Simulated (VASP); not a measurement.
Here is a VASP 6.6.1 calculation.

File INCAR:

```
PREC = Accurate
ENCUT = 400
EDIFF = 1E-6
ISMEAR = 0
SIGMA = 0.1
LREAL = False
LASPH = True
NELM = 120
ALGO = Normal
ISIF = 2
LWAVE = False
LCHARG = False
GGA = PE
NBANDS = 12
GGA_COMPAT = False
```

KPOINTS

```
Automatic mesh
0
Gamma
  10 10 10
```

POSCAR

```
Zr
1.0
    3.5266200000      0.0000000000      0.0000000000
    0.0000000000      3.5266200000      0.0000000000
    0.0000000000      0.0000000000      3.5266200000
Zr
1
Direct
    0.5000000000      0.5000000000      0.5000000000
```

Potentials or basis: VASP PAW PBE potentials, release 64 (Zr_sv).

Command:

```sh
$ cat potpaw_PBE.64/Zr_sv/POTCAR > POTCAR
$ mpirun -np 1 vasp_std > vasp.out
```

**Question.** What does it give for the pressure?

**Answer.** -13.9 GPa.

**Question.** Estimate the band gap on the k mesh.

**Answer.** Zero (band 6 reaches 3.72 eV, above the bottom of band 7 at 2.50 eV).
